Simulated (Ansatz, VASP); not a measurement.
# Cu: VASP beside Ansatz

The input INCAR:

```
PREC = Accurate
ENCUT = 700
EDIFF = 1E-6
ISMEAR = 0
SIGMA = 0.1
LREAL = F
LASPH = T
NELM = 120
ALGO = Normal
ISIF = 2
LWAVE = F
LCHARG = T
GGA = PE
LELF = T
LVHAR = T
NBANDS = 26
GGA_COMPAT = F
```

Contents of KPOINTS:

```
Automatic mesh
0
Gamma
  14 14 16
```

The input POSCAR:

```
Cu
1.0
    2.9510618436      0.0000000000      0.0000000000
    0.0000000000      2.9510618436      0.0000000000
    0.0000000000      0.0000000000      2.7315196881
Cu
2
Direct
    0.0000000000      0.0000000000      0.0000000000
    0.5000000000      0.5000000000      0.5000000000
```

Input for Ansatz:

```yaml
crystal:
  lattice:
    - [2.9510618436, 0.0, 0.0]
    - [0.0, 2.9510618436, 0.0]
    - [0.0, 0.0, 2.7315196881]
  atoms:
    - { symbol: Cu, position: [0.0, 0.0, 0.0] }
    - { symbol: Cu, position: [0.5, 0.5, 0.5] }
basis:
  ecutwfc: 420
kpoints:
  mp_grid: { grid: [14, 14, 16] }
hamiltonian:
  xc: pbe
scf:
  occupations: { method: gaussian, width: 0.1 }
output:
  forces: true
  stress: true
  eigenvalues: true
```

Change from the starting cell: strain along c alone, the other axes held, atoms relaxed: -1.0 %.

Alike in both runs: task single point; functional PBE; k mesh 14 × 14 × 16; occupations gaussian, width 0.1 eV; no spin polarisation.

```csv
,VASP,Ansatz
version,VASP 6.6.1,Ansatz 0.2.0
potentials or method,"VASP PAW PBE potentials, release 64 (Cu_sv_GW), cutoff 700 eV","scalar-relativistic, plane waves, PAW"
valence electrons in the cell,38,38
```

VASP gave:

```
gap on the k mesh at the Fermi level (eV)                     : none
pressure (GPa)                                                : -3.6
traceless stress, the component that is largest in VASP (GPa) : 0.14
```

Problem. Estimate Ansatz's values.

Solution. gap on the k mesh at the Fermi level (eV): none; pressure (GPa): 1.4; traceless stress, the component that is largest in VASP (GPa): 0.12.

A gap of «none» marks a metal or a gap that the smearing closes. One of these differences is far larger than is usual between the two programs; its cause wasn't traced. With one functional, cell and mesh, what is left measures potentials, basis and numerics.
